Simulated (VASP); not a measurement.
RbHg, 2 atoms in the cell. It takes space group F-43m (No. 216, cubic). Conventional cell: a = 6.641 Å, b = 6.641 Å, c = 6.641 Å, α = 90.00°, β = 90.00°, γ = 90.00°. Rb (site symmetry -43m) has 4 Hg at 2.88 Å within 3.8 Å. Within 3.8 Å of Hg (site symmetry -43m) lie 4 Rb at 2.88 Å. 

| Quantity | Value |
| --- | --- |
| Program | VASP 6.6.1 |
| Task | single point |
| Functional | PBE |
| Potentials or basis | VASP PAW PBE potentials, release 64 (Rb_sv, Hg) |
| Cutoff | 520 eV |
| k mesh | 4 × 4 × 4 |
| Occupations | gaussian, width 0.1 eV |
| Spin | no spin polarisation |
| Dipole correction | no |
| Further INCAR settings | ALGO = Fast; EDIFF = 1e-06; NBANDS = 18 |

Potentials or basis: VASP PAW PBE potentials, release 64 (Rb_sv, Hg).

Command:

```bash
$ cat potpaw_PBE.64/Rb_sv/POTCAR potpaw_PBE.64/Hg/POTCAR > POTCAR
$ mpirun -np 1 vasp_std > vasp.out
```

Hardware: 1 thread of Intel(R) Xeon(R) 6975P-C (Granite Rapids), with other jobs on the host.

Question: Estimate the wall time of this run.

Answer: Wall time 6 s on 1 thread of Intel(R) Xeon(R) 6975P-C (Granite Rapids) (shared host), peak memory 0.2 GiB. Counts: scf iterations 13, k points 8.
